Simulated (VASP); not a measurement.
# MoS2 in VASP: further runs

MoS2 is run at these levels: PBEsol; tasks: single point.

Program: VASP 6.6.1. These are calculated values, not measurements. Logs are shortened: lines on timing, memory, paths and dates and some standing lists are left out, and cuts for length are marked.

## 1. The cell of the first run

The cell holds a slab with vacuum, 9 atoms: a = 3.141 Å, b = 3.141 Å, c = 30.697 Å, α = 90.00°, β = 90.00°, γ = 120.00°.

## 2. Single point, PBEsol

INCAR reads:

```
PREC = Accurate ; ENCUT = 520
EDIFF = 1E-6 ; ISMEAR = 0
SIGMA = 0.05 ; LREAL = False
LASPH = True ; NELM = 60
ALGO = Normal ; ISIF = 2
LWAVE = False ; LCHARG = False
LDIPOL = True ; IDIPOL = 3
DIPOL = 0.5 0.5 0.500 ; GGA = PS
NBANDS = 49
```

KPOINTS reads:

```
Automatic mesh
0
Gamma
  1 1 1
```

POSCAR reads:

```
MoS2
1.0
    3.1414322091      0.0000000000      0.0000000000
   -1.5707161046      2.7205600974      0.0000000000
    0.0000000000      0.0000000000     30.6970122376
S Mo
6 3
Direct
    0.6666666667      0.3333333333      0.2443234521
    0.6666666667      0.3333333333      0.3459031328
    0.3333333333      0.6666666667      0.4492101597
    0.3333333333      0.6666666667      0.5507898403
    0.6666666667      0.3333333333      0.6540968672
    0.6666666667      0.3333333333      0.7556765479
    0.3333333333      0.6666666667      0.2951132924
    0.6666666667      0.3333333333      0.5000000000
    0.3333333333      0.6666666667      0.7048867076
```

Potentials or basis: VASP PAW PBE potentials, release 64 (S, Mo_sv).

The run is started by

```bash
cat potpaw_PBE.64/S/POTCAR potpaw_PBE.64/Mo_sv/POTCAR > POTCAR
mpirun -np 1 vasp_gam > vasp.out
```

OUTCAR:

```text
PREC = Accurate
   ENCUT = 520
   EDIFF = 1E-6
   ISMEAR = 0
   LREAL = False
   LASPH = True
   NELM = 60
   ISIF = 2
   GGA = PS

 ion  position               nearest neighbor table
   1  0.667  0.333  0.244-   7 2.39   7 2.39   7 2.39
   2  0.667  0.333  0.346-   7 2.39   7 2.39   7 2.39
   3  0.333  0.667  0.449-   8 2.39   8 2.39   8 2.39
   4  0.333  0.667  0.551-   8 2.39   8 2.39   8 2.39
   5  0.667  0.333  0.654-   9 2.39   9 2.39   9 2.39
   6  0.667  0.333  0.756-   9 2.39   9 2.39   9 2.39
   7  0.333  0.667  0.295-   1 2.39   1 2.39   1 2.39   2 2.39   2 2.39   2 2.39
   8  0.667  0.333  0.500-   3 2.39   4 2.39   3 2.39   4 2.39   3 2.39   4 2.39
   9  0.333  0.667  0.705-   6 2.39   6 2.39   6 2.39   5 2.39   5 2.39   5 2.39

  LATTYP: Found a hexagonal cell.
 ALAT       =     3.1414322091
 C/A-ratio  =     9.7716615207

  Lattice vectors:

 A1 = (   3.1414322091,   0.0000000000,   0.0000000000)
 A2 = (  -1.5707161046,   2.7205600974,   0.0000000000)
 A3 = (   0.0000000000,   0.0000000000,  30.6970122376)

Analysis of symmetry for initial positions (statically):
=====================================================================
 Subroutine PRICEL returns:
 Original cell was already a primitive cell.

 Routine SETGRP: Setting up the symmetry group for a
 hexagonal supercell.

 Subroutine GETGRP returns: Found 12 space group operations
 (whereof 12 operations were pure point group operations)
 out of a pool of 24 trial point group operations.

The static configuration has the point symmetry D_3h.

Analysis of symmetry for dynamics (positions and initial velocities):
=====================================================================
 Subroutine PRICEL returns:
 Original cell was already a primitive cell.

 Routine SETGRP: Setting up the symmetry group for a
 hexagonal supercell.

 Subroutine GETGRP returns: Found 12 space group operations
 (whereof 12 operations were pure point group operations)
 out of a pool of 24 trial point group operations.

The dynamic configuration has the point symmetry D_3h.

 Subroutine INISYM returns: Found 12 space group operations
 (whereof 12 operations are pure point group operations),
 and found     1 'primitive' translations

----------------------------------------------------------------------------------------

                                     Primitive cell

  volume of cell :     262.3506

  direct lattice vectors                    reciprocal lattice vectors
     3.141432209  0.000000000  0.000000000     0.318326143  0.183785685  0.000000000
    -1.570716105  2.720560097  0.000000000     0.000000000  0.367571369  0.000000000
     0.000000000  0.000000000 30.697012238     0.000000000  0.000000000  0.032576460

  length of vectors
     3.141432209  3.141432209 30.697012238     0.367571369  0.367571369  0.032576460

  position of ions in fractional coordinates (direct lattice)
     0.666666667  0.333333333  0.244323452
     0.666666667  0.333333333  0.345903133
     0.333333333  0.666666667  0.449210160
     0.333333333  0.666666667  0.550789840
     0.666666667  0.333333333  0.654096867
     0.666666667  0.333333333  0.755676548
     0.333333333  0.666666667  0.295113292
     0.666666667  0.333333333  0.500000000
     0.333333333  0.666666667  0.704886708

  ion indices of the primitive-cell ions
   primitive index   ion index
                 1           1
                 2           2
                 3           3
                 4           4
                 5           5
                 6           6
                 7           7
                 8           8
                 9           9

----------------------------------------------------------------------------------------

 KPOINTS: Automatic mesh

Automatic generation of k-mesh.
 Grid dimensions read from file:
 generate k-points for:    1    1    1

 Generating k-lattice:

  Cartesian coordinates                     Fractional coordinates (reciprocal lattice)
     0.318326143  0.183785685  0.000000000     1.000000000  0.000000000  0.000000000
     0.000000000  0.367571369  0.000000000     0.000000000  1.000000000  0.000000000
     0.000000000  0.000000000  0.032576460     0.000000000  0.000000000  1.000000000

  Length of vectors
     0.367571369  0.367571369  0.032576460

  Shift w.r.t. Gamma in fractional coordinates (k-lattice)
     0.000000000  0.000000000  0.000000000

 Subroutine IBZKPT returns following result:
 ===========================================

 Found      1 irreducible k-points:

 Following reciprocal coordinates:
            Coordinates               Weight
  0.000000  0.000000  0.000000      1.000000
   k-points           NKPTS =      1   k-points in BZ     NKDIM =      1   number of bands    NBANDS=     49
   number of dos      NEDOS =    301   number of ions     NIONS =      9
   total plane-waves  NPLWV = 138240
   dimension x,y,z NGX =    24 NGY =   24 NGZ =  240
   dimension x,y,z NGXF=    48 NGYF=   48 NGZF=  480
   ions per type =               6   3
   NGX,Y,Z   is equivalent  to a cutoff of  12.70, 12.70, 13.00 a.u.
   NGXF,Y,Z  is equivalent  to a cutoff of  25.40, 25.40, 26.00 a.u.
 SYSTEM =  unknown system
   PREC   = accura    normal or accurate (medium, high low for compatibility)
   ISTART =      0    job   : 0-new  1-cont  2-samecut
   ICHARG =      2    charge: 1-file 2-atom 10-const
   ISPIN  =      1    spin polarized calculation?
   LNONCOLLINEAR =      F non collinear calculations
   LSORBIT =      F    spin-orbit coupling
   LASPH  =      T    aspherical Exc in radial PAW
   ENCUT  =  520.0 eV  38.22 Ry    6.18 a.u.   5.84  5.84 57.08*2*pi/ulx,y,z
   NELM   =     60;   NELMIN=  2; NELMDL= -5     # of ELM steps
   EDIFF  = 0.1E-05   stopping-criterion for ELM
   LREAL  =      F    real-space projection
[... 7 lines left out ...]
   TEBEG  =    0.0;   TEEND  =   0.0 temperature during run
   PSTRESS=    0.0 pullay stress
   NELECT =      78.0000    total number of electrons
   NUPDOWN=      -1.0000    fix difference up-down
   EMIN   =  10.00;   EMAX   =-10.00  energy-range for DOS
   EFERMI =   0.00;   METHOD = LEGACY
   ISMEAR =     0;   SIGMA  =   0.05  broadening in eV -4-tet -1-fermi 0-gaus
   EFERMI_NEDOS =   21; number of points for ismear=-14 and -15
   IALGO  =     38    algorithm
   IMIX   =      4    mixing-type and parameters
     AMIX     =   0.40;   BMIX     =  1.00
     AMIX_MAG =   1.60;   BMIX_MAG =  1.00
  volume/ion in A,a.u.               =      29.15       196.71
  Fermi-wavevector in a.u.,A,eV,Ry     =   1.092645  2.064799 16.243623  1.193873
  Thomas-Fermi vector in A             =   2.228914
   LORBIT       =      0    0 simple, 1 ext, 2 COOP (PROOUT), +10 PAW based schemes
   GGA     = PS    functional components
   LHFCALC =     F    Hartree Fock is set to
   AEXX    =    0.0000 exact exchange contribution
   IVDW    =     0    specifies the selected vdW correction
   LEPSILON=     F    determine dielectric tensor
   LRPA    =     F    only Hartree local field effects (RPA)
 non-spin polarized calculation
 Gauss-broadening in eV      SIGMA  =   0.05
  energy-cutoff  :      520.00
  volume of cell :      262.35
 maximum number of plane-waves:      3511
 NGX is ok and might be reduce to    24
   NGX = 11   NGY = 11   NGZ =115

 number of electron      78.0000000 magnetization

 dipolmoment           0.000000      0.000000      0.000000 electrons x Angstroem

 Free energy of the ion-electron system (eV)
  ---------------------------------------------------
  ext. energy  EPLUGINS =         0.00000000
  ---------------------------------------------------
  free energy    TOTEN  =       -44.76137094 eV

  energy without entropy =      -44.76137094  energy(sigma->0) =      -44.76137094

 E-fermi :   2.8039     XC(G=0):  -7.0433

 val. band max:        2.4768197227   @ k =   0.0000   0.0000   0.0000
 cond. band min:       4.5182161237   @ k =   0.0000   0.0000   0.0000
 fundamental gap:      2.0413964010
 Fermi energy:         2.8038908034

 k-point     1 :       0.0000    0.0000    0.0000
  band No.  band energies     occupation
      1     -57.3513      2.00000
      2     -57.3513      2.00000
      3     -57.3472      2.00000
      4     -31.5401      2.00000
      5     -31.5401      2.00000
      6     -31.5312      2.00000
      7     -31.4842      2.00000
      8     -31.4842      2.00000
      9     -31.4842      2.00000
     10     -31.4842      2.00000
     11     -31.4827      2.00000
     12     -31.4827      2.00000
     13     -13.1552      2.00000
     14     -13.0519      2.00000
     15     -12.9560      2.00000
     16     -12.0418      2.00000
     17     -11.8780      2.00000
     18     -11.7565      2.00000
     19      -4.5018      2.00000
     20      -4.1216      2.00000
     21      -3.7365      2.00000
     22      -1.2632      2.00000
     23      -0.6543      2.00000
     24      -0.6543      2.00000
     25      -0.6470      2.00000
     26      -0.6470      2.00000
     27      -0.6402      2.00000
     28      -0.6402      2.00000
     29      -0.5328      2.00000
     30       0.2139      2.00000
     31       0.2460      2.00000
     32       0.2460      2.00000
     33       0.2671      2.00000
     34       0.2671      2.00000
     35       0.2854      2.00000
     36       0.2854      2.00000
     37       1.7230      2.00000
     38       2.1537      2.00000
     39       2.4768      2.00000
     40       4.5182      0.00000
     41       4.5182      0.00000
     42       4.5222      0.00000
     43       4.5222      0.00000
     44       4.5309      0.00000
     45       4.5309      0.00000
     46       4.5815      0.00000
     47       4.5818      0.00000
     48       4.6345      0.00000
     49       4.6484      0.00000

------------------------ aborting loop because EDIFF is reached ----------------------------------------

 vacuum level on the upper side and lower side of the slab       (xc-potential included)        -0.008        -0.008

  FORCE on cell =-STRESS in cart. coord.  units (eV):
  Direction    XX          YY          ZZ          XY          YZ          ZX
  --------------------------------------------------------------------------------------
  -------------------------------------------------------------------------------------
  Total       35.2913557     35.2913557    -18.7017644     -0.0000000      0.0000000     -0.0000000
  in kB      215.5245769    215.5245769   -114.2118168     -0.0000000      0.0000000     -0.0000000
  external PRESSURE =     105.6124457 kB  Pullay stress =       0.0000000 kB

 VOLUME and BASIS-vectors are now :
 -----------------------------------------------------------------------------
  energy-cutoff  :      520.00
  volume of cell :      262.35
      direct lattice vectors                 reciprocal lattice vectors
     3.141432209  0.000000000  0.000000000     0.318326143  0.183785685  0.000000000
    -1.570716105  2.720560097  0.000000000     0.000000000  0.367571369  0.000000000
     0.000000000  0.000000000 30.697012238     0.000000000  0.000000000  0.032576460

 POSITION                                       TOTAL-FORCE (eV/Angst)
 -----------------------------------------------------------------------------------
      1.57072      0.90685      7.50000         0.000000      0.000000      3.077136
      1.57072      0.90685     10.61819        -0.000000     -0.000000     -4.202857
     -0.00000      1.81371     13.78941        -0.000000     -0.000000      4.207725
     -0.00000      1.81371     16.90760        -0.000000     -0.000000     -4.207725
      1.57072      0.90685     20.07882        -0.000000     -0.000000      4.202857
      1.57072      0.90685     23.19701        -0.000000      0.000000     -3.077136
     -0.00000      1.81371      9.05910         0.000000      0.000000     -0.242798
      1.57072      0.90685     15.34851        -0.000000     -0.000000      0.000000
     -0.00000      1.81371     21.63792         0.000000      0.000000      0.242798
 -----------------------------------------------------------------------------------
    total drift:                               -0.000000      0.000000      0.000000

  FREE ENERGIE OF THE ION-ELECTRON SYSTEM (eV)
  ---------------------------------------------------
  free  energy   TOTEN  =       -44.7613709374 eV

  energy  without entropy=      -44.7613709374  energy(sigma->0) =      -44.76137094

 vacuum level on the upper side and lower side of the slab         8.882         8.882
```

Wall time 25 s (1 thread of Intel Xeon 6975P-C (Granite Rapids), shared host); peak memory 0.33 GiB.

Results:

```yaml
Free_energy: -44.7614 eV
Largest_force: 4.208 eV/Å
```

Forces on the atoms (eV/Å):
```
S    0.000  0.000  3.077
S    0.000  0.000 -4.203
S    0.000  0.000  4.208
S    0.000  0.000 -4.208
S    0.000  0.000  4.203
S    0.000  0.000 -3.077
Mo   0.000  0.000 -0.243
Mo   0.000  0.000  0.000
Mo   0.000  0.000  0.243
```

Caveat: the k points lie up to 2.31 Å⁻¹ apart, too coarse for converged energies, forces and pressures; the PAW data sets were made with another functional, which shifts forces and pressure a little.

## 3. Single point, PBEsol (atoms taken out)

INCAR reads:

```
SYSTEM = MoS2
ALGO     = Normal         ! electronic algorithm
DIPOL    = 0.5 0.5 0.500
EDIFF    = 1E-6           ! SCF threshold, eV
ENCUT    = 520            ! plane-wave cutoff, eV
GGA      = PS             ! functional
IDIPOL   = 3            
ISIF     = 2              ! what is computed and relaxed
ISMEAR   = 0              ! smearing method
LASPH    = .True.         ! aspherical terms in the spheres
LCHARG   = .True.         ! write CHGCAR
LDIPOL   = .True.       
LELF     = .True.         ! ELF
LREAL    = .False.        ! projectors in reciprocal space
LVACPOTAV= .True.       
LVHAR    = .True.       
LWAVE    = .False.        ! write WAVECAR
NBANDS   = 20             ! bands
NELM     = 100            ! most SCF steps
PREC     = Accurate       ! precision mode
SIGMA    = 0.05           ! smearing width, eV
```

KPOINTS reads:

```
k-points
0
Gamma
  9 9 1
  0 0 0
```

POSCAR reads:

```
MoS2
1.0
    3.1414322091      0.0000000000      0.0000000000
   -1.5707161046      2.7205600974      0.0000000000
    0.0000000000      0.0000000000     18.1181926994
S Mo
2 1
Direct
    0.6666666667      0.3333333333      0.4139485723
    0.6666666667      0.3333333333      0.5860514277
    0.3333333333      0.6666666667      0.5000000000
```

Potentials or basis: VASP PAW PBE potentials, release 64 (S, Mo_sv).

The run is started by

```bash
cat potpaw_PBE.64/S/POTCAR potpaw_PBE.64/Mo_sv/POTCAR > POTCAR
mpirun -np 1 vasp_std > vasp.out
```

It took 30 s on 1 thread of Intel Xeon 6975P-C (Granite Rapids), shared host; peak memory 0.25 GiB.

Results (log left out):

* Free energy: -23.4250 eV
* Largest force: 0.018 eV/Å
* Band gap on the k mesh: 1.81 eV

Forces on the atoms (eV/Å):
```
S    0.000  0.000  0.018
S    0.000  0.000 -0.018
Mo   0.000  0.000  0.000
```

Levels at points of the mesh, in eV from the valence-band top:
```tsv
k point	band 11	band 12	band 13	band 14	band 15	band 16
(0.00, 0.00, 0.00)	-1.46	-1.46	-0.08	2.90	2.90	3.17
```

Caveat: the cell differs from its parent crystal (atoms taken out); the PAW data sets were made with another functional, which shifts forces and pressure a little.

(Part 1 of 2 ends here.)
